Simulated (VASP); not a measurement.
# Li5C: single point with PBE

Li5C:

```
Li C
1.0
     4.91419    0.00000    0.00000
    -2.45710    4.25582    0.00000
     0.00000    0.00000    4.00059
Li C
5 1
Direct
  0.00000 0.00000 0.50000
  0.53113 0.46887 0.00000
  0.53113 0.06227 0.00000
  0.93773 0.46887 0.00000
  0.00000 0.00000 0.00000
  0.33333 0.66667 0.00000
```

The cell was built from a structure type or drawn by symmetry, and may not be a known phase.

* Program: VASP 6.6.1
* Task: single point
* Functional: PBE
* Potentials or basis: VASP PAW PBE potentials, release 64 (Li_sv, C)
* Cutoff: 520 eV
* k mesh: 6 × 6 × 4
* Occupations: gaussian, width 0.1 eV
* Spin: no spin polarisation
* Dipole correction: no
* Further INCAR settings: ALGO = Normal; EDIFF = 1e-06; NBANDS = 18

```yaml
Largest_force: 0.175 eV/Å
Band_gap_on_the_k_mesh: zero (an odd number of electrons rules out a gap without spin polarisation)
```

Forces on the atoms (eV/Å):
```
Li   0.000  0.000  0.000
Li  -0.152  0.088  0.000
Li   0.000 -0.175  0.000
Li   0.152  0.088  0.000
Li   0.000  0.000  0.000
C    0.000  0.000  0.000
```

Levels at points of the mesh, in eV from the Fermi level:
```csv
k point,band 7,band 8,band 9,band 10,band 11,band 12,band 13,band 14
"(0.00, 0.00, 0.00)",-1.96,-1.53,-1.53,-0.46,1.80,1.80,3.32,4.23
"(0.50, 0.00, 0.00)",-2.76,-1.68,-0.83,0.23,1.28,2.42,2.47,4.97
"(0.00, 0.00, 0.50)",-2.82,-1.12,-1.12,-0.22,2.14,2.98,2.98,4.38
"(0.50, 0.00, 0.50)",-2.02,-1.66,-1.13,-0.25,0.93,2.01,2.50,3.06
```

Run time: 51 s on 1 thread of Intel Xeon 8259CL (shared host), peak memory 0.2 GiB.

Caveat: the k points lie up to 0.39 Å⁻¹ apart, too coarse for converged energies and pressures of a metal.
